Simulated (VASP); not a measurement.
TiN:

```
Ti N
1.0
     0.00000    2.10195    2.10195
     2.10195    0.00000    2.10195
     2.10195    2.10195    0.00000
Ti N
1 1
Direct
  0.00000 0.00000 0.00000
  0.50000 0.50000 0.50000
```

Base run:

```yaml
Program: VASP 6.6.1
Functional: PBEsol
Potentials_or_basis: VASP PAW PBE potentials, release 64 (Ti_sv, N)
Cutoff: 520 eV
k_mesh: 20 × 20 × 20
Occupations: gaussian, width 0.15 eV
Spin: collinear spin, ferromagnetic start
Starting_moments: "[0.5, 0.0] μB"
Fixed_moment: 0.5 μB
```

Its results: pressure 2.5 GPa; site moments Ti +0.38; N +0.03 μB.

Question: The run is repeated on the same cell with these changes: fixed moment from 0.5 μB to 0.375 μB; moments at the start from [0.5, 0.0] to [0.38, 0.0]. What comes out?

Answer: Pressure 1.6 GPa; site moments Ti +0.29; N +0.02 μB.

Caveats: the PAW data sets were made with another functional, which shifts forces and pressure a little; the total moment is fixed, so each spin has its own Fermi level.
